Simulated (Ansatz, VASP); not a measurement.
**One calculation of PPt, two programs**

```xyz
2
Lattice="0.0000 2.6689 2.6689 2.6689 0.0000 2.6689 2.6689 2.6689 0.0000" Properties=species:S:1:pos:R:3 pbc="T T T"
Pt    0.0000    0.0000    0.0000
P     1.3344    1.3344    1.3344
```

Alike in both runs: task single point; functional PBEsol; k mesh 12 × 12 × 12; occupations gaussian, width 0.05 eV; no spin polarisation.

|  | VASP | Ansatz |
| --- | --- | --- |
| version | VASP 6.6.1 | Ansatz 0.2.0 |
| potentials or method | VASP PAW PBE potentials, release 64 (Pt, P), cutoff 520 eV | scalar-relativistic, plane waves, PAW |
| valence electrons in the cell | 15 | 23 |

```tsv
	VASP	Ansatz	Ansatz less VASP
gap on the k mesh at the Fermi level (eV)	none	none	-
pressure (GPa)	-2.9	-2.9	0.00
```

VASP's potentials were made for PBE, not for PBEsol. A gap of «none» marks a metal or a gap that the smearing closes. VASP's potentials hold 15 valence electrons a cell and Ansatz's 23, so a difference there can come from the potentials and not from the codes.

Neither program's run includes spin-orbit coupling.
